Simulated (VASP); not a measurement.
# Rb (P6_3/mmc) in VASP: a series of runs

Runs on Rb. Level: PBEsol. Tasks: single point.

Everything below comes from runs of VASP 6.6.1. Logs are shortened: lines on timing, memory, paths and dates and some standing lists are left out, and cuts for length are marked.

**1. The cell of the first run**

Symmetry: P6_3/mmc, No. 194, hexagonal system. Conventional cell: a = 3.676 Å, b = 3.676 Å, c = 5.955 Å, α = 90.00°, β = 90.00°, γ = 120.00°. Within 4.8 Å of Rb (site symmetry -6m2) lie 12 Rb at 3.66 to 3.68 Å.

This isn't the form of Rb at room conditions, which is bcc.

**2. Single point, PBEsol (34.84 Å³/atom)**

Input file POSCAR:

```
Rb
1.0
    3.6758756666      0.0000000000      0.0000000000
   -1.8379378333      3.1834017084      0.0000000000
    0.0000000000      0.0000000000      5.9549185798
Rb
2
Direct
    0.3333333333      0.6666666667      0.2500000000
    0.6666666667      0.3333333333      0.7500000000
```

Input file INCAR.step1:

```
SYSTEM = Rb
PREC = Accurate
ENCUT = 520
EDIFF = 1E-6
ISMEAR = -1
SIGMA = 0.05
LREAL = .FALSE.
LASPH = .TRUE.
NELM = 60
ALGO = Normal
ISIF = 2
LWAVE = .FALSE.
LCHARG = .TRUE.
GGA = PS
NBANDS = 16
```

Input file KPOINTS.step1:

```
Automatic mesh
0
G
  10 10 6
  0 0 0
```

Input file INCAR.step2:

```
SYSTEM = Rb
PREC = Accurate
ENCUT = 520
EDIFF = 1E-6
ISMEAR = -5
SIGMA = 0.05
LREAL = .FALSE.
LASPH = .TRUE.
NELM = 60
ALGO = Normal
ISIF = 2
LWAVE = .FALSE.
LCHARG = .FALSE.
GGA = PS
LORBIT = 11
NEDOS = 2001
ICHARG = 11
```

Input file KPOINTS.step2:

```
Automatic mesh
0
G
  15 15 9
  0 0 0
```

Potentials or basis: VASP PAW PBE potentials, release 64 (Rb_sv).

Started as:

```bash
$ cat potpaw_PBE.64/Rb_sv/POTCAR > POTCAR
$ cp INCAR.step1 INCAR
$ cp KPOINTS.step1 KPOINTS
$ mpirun -np 1 vasp_std > vasp.out
$ cp INCAR.step2 INCAR
$ cp KPOINTS.step2 KPOINTS
$ mpirun -np 1 vasp_std > vasp.out
```

OUTCAR:

```text
SYSTEM = Rb
   PREC = Accurate
   ENCUT = 520
   EDIFF = 1E-6
   ISMEAR = -5
   LREAL = .FALSE.
   LASPH = .TRUE.
   NELM = 60
   ISIF = 2
   GGA = PS
   LORBIT = 11
   ICHARG = 11

 ion  position               nearest neighbor table
   1  0.333  0.667  0.250-   2 3.66   2 3.66   2 3.66   2 3.66   2 3.66   2 3.66   2 5.18   2 5.18
                             2 5.18   2 5.18   2 5.18   2 5.18
   2  0.667  0.333  0.750-   1 3.66   1 3.66   1 3.66   1 3.66   1 3.66   1 3.66   1 5.18   1 5.18
                             1 5.18   1 5.18   1 5.18   1 5.18

  LATTYP: Found a hexagonal cell.
 ALAT       =     3.6758756666
 C/A-ratio  =     1.6200000000

  Lattice vectors:

 A1 = (   3.6758756666,   0.0000000000,   0.0000000000)
 A2 = (  -1.8379378333,   3.1834017084,   0.0000000000)
 A3 = (   0.0000000000,   0.0000000000,   5.9549185798)

Analysis of symmetry for initial positions (statically):
=====================================================================
 Subroutine PRICEL returns:
 Original cell was already a primitive cell.

 Routine SETGRP: Setting up the symmetry group for a
 hexagonal supercell.

 Subroutine GETGRP returns: Found 24 space group operations
 (whereof 12 operations were pure point group operations)
 out of a pool of 24 trial point group operations.

The static configuration has the point symmetry D_3d.
 The point group associated with its full space group is D_6h.

Analysis of symmetry for dynamics (positions and initial velocities):
=====================================================================
 Subroutine PRICEL returns:
 Original cell was already a primitive cell.

 Routine SETGRP: Setting up the symmetry group for a
 hexagonal supercell.

 Subroutine GETGRP returns: Found 24 space group operations
 (whereof 12 operations were pure point group operations)
 out of a pool of 24 trial point group operations.

The dynamic configuration has the point symmetry D_3d.
 The point group associated with its full space group is D_6h.

 Subroutine INISYM returns: Found 24 space group operations
 (whereof 12 operations are pure point group operations),
 and found     1 'primitive' translations

----------------------------------------------------------------------------------------

                                     Primitive cell

  volume of cell :      69.6832

  direct lattice vectors                    reciprocal lattice vectors
     3.675875667  0.000000000  0.000000000     0.272044022  0.157064689  0.000000000
    -1.837937833  3.183401708  0.000000000     0.000000000  0.314129378  0.000000000
     0.000000000  0.000000000  5.954918580     0.000000000  0.000000000  0.167928409

  length of vectors
     3.675875667  3.675875667  5.954918580     0.314129378  0.314129378  0.167928409

  position of ions in fractional coordinates (direct lattice)
     0.333333333  0.666666667  0.250000000
     0.666666667  0.333333333  0.750000000

  ion indices of the primitive-cell ions
   primitive index   ion index
                 1           1
                 2           2

----------------------------------------------------------------------------------------

 KPOINTS: Automatic mesh

Automatic generation of k-mesh.
 Grid dimensions read from file:
 generate k-points for:   15   15    9

 Generating k-lattice:

  Cartesian coordinates                     Fractional coordinates (reciprocal lattice)
     0.018136268  0.010470979  0.000000000     0.066666667 -0.000000000  0.000000000
     0.000000000  0.020941959  0.000000000     0.000000000  0.066666667  0.000000000
     0.000000000  0.000000000  0.018658712     0.000000000  0.000000000  0.111111111

  Length of vectors
     0.020941959  0.020941959  0.018658712

  Shift w.r.t. Gamma in fractional coordinates (k-lattice)
     0.000000000  0.000000000  0.000000000

 TETIRR: Found   1950 inequivalent tetrahedra from    12150

 Subroutine IBZKPT returns following result:
 ===========================================

 Found    135 irreducible k-points:

 Following reciprocal coordinates:
            Coordinates               Weight
  0.000000  0.000000  0.000000      1.000000
  0.066667  0.000000  0.000000      6.000000
  0.133333  0.000000  0.000000      6.000000
  0.200000  0.000000  0.000000      6.000000
  0.266667  0.000000  0.000000      6.000000
  0.333333  0.000000  0.000000      6.000000
[... 16 lines left out ...]
  0.333333  0.200000  0.000000     12.000000
  0.400000  0.200000  0.000000      6.000000
 [... further k-points ...]
   k-points           NKPTS =    135   k-points in BZ     NKDIM =    135   number of bands    NBANDS=     13
   number of dos      NEDOS =   2001   number of ions     NIONS =      2
   total plane-waves  NPLWV =  37632
   dimension x,y,z NGX =    28 NGY =   28 NGZ =   48
   dimension x,y,z NGXF=    56 NGYF=   56 NGZF=   96
   ions per type =               2
   NGX,Y,Z   is equivalent  to a cutoff of  12.66, 12.66, 13.40 a.u.
   NGXF,Y,Z  is equivalent  to a cutoff of  25.33, 25.33, 26.80 a.u.
 SYSTEM =  Rb
   PREC   = accura    normal or accurate (medium, high low for compatibility)
   ISTART =      0    job   : 0-new  1-cont  2-samecut
   ICHARG =     11    charge: 1-file 2-atom 10-const
   ISPIN  =      1    spin polarized calculation?
   LNONCOLLINEAR =      F non collinear calculations
   LSORBIT =      F    spin-orbit coupling
   LASPH  =      T    aspherical Exc in radial PAW
   ENCUT  =  520.0 eV  38.22 Ry    6.18 a.u.   6.83  6.83 11.07*2*pi/ulx,y,z
   NELM   =     60;   NELMIN=  2; NELMDL=  0     # of ELM steps
   EDIFF  = 0.1E-05   stopping-criterion for ELM
   LREAL  =      F    real-space projection
   EDIFFG = 0.1E-04   stopping-criterion for IOM
   NSW    =      0    number of steps for IOM
   IBRION =     -1    ionic relax: 0-MD 1-quasi-New 2-CG
   NFREE  =      0    steps in history (QN), initial steepest desc. (CG)
   ISIF   =      2    stress and relaxation
   ISYM   =      2    0-nonsym 1-usesym 2-fastsym
   POTIM  = 0.5000    time-step for ionic-motion
   TEBEG  =    0.0;   TEEND  =   0.0 temperature during run
   PSTRESS=    0.0 pullay stress
   NELECT =      18.0000    total number of electrons
   NUPDOWN=      -1.0000    fix difference up-down
   EMIN   =  10.00;   EMAX   =-10.00  energy-range for DOS
   EFERMI =   0.00;   METHOD = LEGACY
   ISMEAR =    -5;   SIGMA  =   0.05  broadening in eV -4-tet -1-fermi 0-gaus
   EFERMI_NEDOS =   21; number of points for ismear=-14 and -15
   IALGO  =     38    algorithm
   IMIX   =      4    mixing-type and parameters
     AMIX     =   0.40;   BMIX     =  1.00
     AMIX_MAG =   1.60;   BMIX_MAG =  1.00
  volume/ion in A,a.u.               =      34.84       235.12
  Fermi-wavevector in a.u.,A,eV,Ry     =   1.042613  1.970252 14.790091  1.087041
  Thomas-Fermi vector in A             =   2.177286
   LORBIT       =     11    0 simple, 1 ext, 2 COOP (PROOUT), +10 PAW based schemes
   GGA     = PS    functional components
   LHFCALC =     F    Hartree Fock is set to
   AEXX    =    0.0000 exact exchange contribution
   IVDW    =     0    specifies the selected vdW correction
   LEPSILON=     F    determine dielectric tensor
   LRPA    =     F    only Hartree local field effects (RPA)
 non-spin polarized calculation
 Fermi weights with tetrahedron method with Bloechl corrections
  energy-cutoff  :      520.00
  volume of cell :       69.68
 maximum number of plane-waves:      1905
 NGX is ok and might be reduce to    28

 number of electron      18.0000000 magnetization

 Free energy of the ion-electron system (eV)
  ---------------------------------------------------
  ext. energy  EPLUGINS =         0.00000000
  ---------------------------------------------------
  free energy    TOTEN  =        -0.02590178 eV

  energy without entropy =       -0.02590178  energy(sigma->0) =       -0.02590178

 E-fermi :   3.4286     XC(G=0):  -8.6059

 val. band max:        3.4455321487   @ k =   0.3333   0.1333   0.0000
 cond. band min:       3.4220849065   @ k =   0.1333   0.0000   0.1111
 fundamental gap:     -0.0234472422
 Fermi energy:         3.4286290561

 k-point     1 :       0.0000    0.0000    0.0000
  band No.  band energies     occupation
      1     -25.7800      2.00000
      2     -25.5476      2.00000
      3     -10.7392      2.00000
      4      -9.3102      2.00000
      5      -9.3102      2.00000
      6      -9.1148      2.00000
      7      -9.1148      2.00000
      8      -9.0961      2.00000
      9       0.3529      2.00000
     10       2.9670      2.00000
     11       6.2463      0.00000
     12       7.3083      0.00000
     13       7.3303      0.00000

 k-point     2 :       0.0667    0.0000    0.0000
  band No.  band energies     occupation
      1     -25.7717      2.00000
      2     -25.5437      2.00000
      3     -10.7166      2.00000
      4      -9.3694      2.00000
      5      -9.3282      2.00000
      6      -9.1782      2.00000
      7      -9.1210      2.00000
      8      -9.1041      2.00000
      9       0.4835      2.00000
     10       3.0949      2.01419
     11       6.1214      0.00000
     12       6.8709      0.00000
     13       7.4248      0.00000

 k-point     3 :       0.1333    0.0000    0.0000
  band No.  band energies     occupation
      1     -25.7479      2.00000
      2     -25.5327      2.00000
      3     -10.6506      2.00000
      4      -9.5357      2.00000
      5      -9.3769      2.00000
      6      -9.3480      2.00000
      7      -9.1399      2.00000
      8      -9.1288      2.00000
      9       0.8510      2.00000
     10       3.4442      0.83626
     11       5.7758      0.00000
     12       6.2683      0.00000
     13       7.4923      0.00000

 k-point     4 :       0.2000    0.0000    0.0000
  band No.  band energies     occupation
      1     -25.7117      2.00000
      2     -25.5173      2.00000
      3     -10.5464      2.00000
      4      -9.7764      2.00000
      5      -9.5772      2.00000
      6      -9.4445      2.00000
      7      -9.1717      2.00000
      8      -9.1706      2.00000
      9       1.3911      2.00000
     10       3.8855     -0.00071
     11       5.2890      0.00000
     12       5.7453      0.00000
     13       7.0144      0.00000

 k-point     5 :       0.2667    0.0000    0.0000
  band No.  band energies     occupation
      1     -25.6680      2.00000
      2     -25.5012      2.00000
      3     -10.4127      2.00000
      4     -10.0440      2.00000
      5      -9.8176      2.00000
      6      -9.5177      2.00000
      7      -9.2339      2.00000
      8      -9.2083      2.00000
      9       2.0141      2.00000
     10       4.1151      0.00000
     11       4.7661      0.00000
     12       5.5211      0.00000
     13       6.7611      0.00000
[... 257 lines left out ...]
 k-point    22 :       0.2667    0.2000    0.0000
  band No.  band energies     occupation
      1     -25.5742      2.00000
      2     -25.4804      2.00000
      3     -10.3199      2.00000
      4     -10.1623      2.00000
      5     -10.0838      2.00000
      6      -9.7610      2.00000
      7      -9.5070      2.00000
      8      -9.4232      2.00000
      9       3.5518      0.51800
     10       4.0199      0.00000
     11       4.5415      0.00000
     12       5.1261      0.00000
     13       6.4157      0.00000

 k-point    23 :       0.3333    0.2000    0.0000
  band No.  band energies     occupation
      1     -25.5440      2.00000
      2     -25.4813      2.00000
      3     -10.4195      2.00000
      4     -10.1754      2.00000
      5      -9.9541      2.00000
      6      -9.8737      2.00000
      7      -9.5651      2.00000
      8      -9.5168      2.00000
      9       3.8262     -0.05574
     10       4.0167      0.00000
     11       4.3648      0.00000
     12       5.2353      0.00000
     13       6.4204      0.00000

 k-point    24 :       0.4000    0.2000    0.0000
  band No.  band energies     occupation
      1     -25.5308      2.00000
      2     -25.4840      2.00000
      3     -10.4543      2.00000
      4     -10.1708      2.00000
      5      -9.9232      2.00000
      6      -9.8904      2.00000
      7      -9.5850      2.00000
      8      -9.5676      2.00000
      9       3.7578      0.00000
     10       4.2437      0.00000
     11       4.2438      0.00000
     12       5.2810      0.00000
     13       6.5035      0.00000

 [... further k-points ...]

------------------------ aborting loop because EDIFF is reached ----------------------------------------

  FORCE on cell =-STRESS in cart. coord.  units (eV):
  Direction    XX          YY          ZZ          XY          YZ          ZX
  --------------------------------------------------------------------------------------
  -------------------------------------------------------------------------------------
  Total        5.0582832      5.0582832      5.1652780      0.0000000     -0.0000000      0.0000000
  in kB      116.3015859    116.3015859    118.7616425      0.0000000     -0.0000000      0.0000000
  external PRESSURE =     117.1216047 kB  Pullay stress =       0.0000000 kB

 VOLUME and BASIS-vectors are now :
 -----------------------------------------------------------------------------
  energy-cutoff  :      520.00
  volume of cell :       69.68
      direct lattice vectors                 reciprocal lattice vectors
     3.675875667  0.000000000  0.000000000     0.272044022  0.157064689  0.000000000
    -1.837937833  3.183401708  0.000000000     0.000000000  0.314129378  0.000000000
     0.000000000  0.000000000  5.954918580     0.000000000  0.000000000  0.167928409

 POSITION                                       TOTAL-FORCE (eV/Angst)
 -----------------------------------------------------------------------------------
     -0.00000      2.12227      1.48873        -0.000000      0.000000     -0.000000
      1.83794      1.06113      4.46619         0.000000      0.000000      0.000000
 -----------------------------------------------------------------------------------
    total drift:                               -0.000000      0.000000     -0.000000

  FREE ENERGIE OF THE ION-ELECTRON SYSTEM (eV)
  ---------------------------------------------------
  free  energy   TOTEN  =        -0.0259017751 eV

  energy  without entropy=       -0.0259017751  energy(sigma->0) =       -0.02590178

 total charge

# of ion       s       p       d       tot
------------------------------------------
    1        2.009   5.261   0.076   7.347
    2        2.009   5.261   0.076   7.347
--------------------------------------------------
tot          4.018  10.523   0.153  14.694
```

It took 86 s on 1 thread of Intel Xeon Platinum 8259CL at 2.50GHz (Skylake/Cascade Lake), shared host; peak memory 0.25 GiB.

Results:

```yaml
Valence_electrons_inside_the_program's_atomic_spheres: Rb 7.35
```

Caveat: the PAW data sets were made with another functional, which shifts forces and pressure a little; tetrahedron occupations give inexact forces and stress in metals.

[end of part 1 of 2]
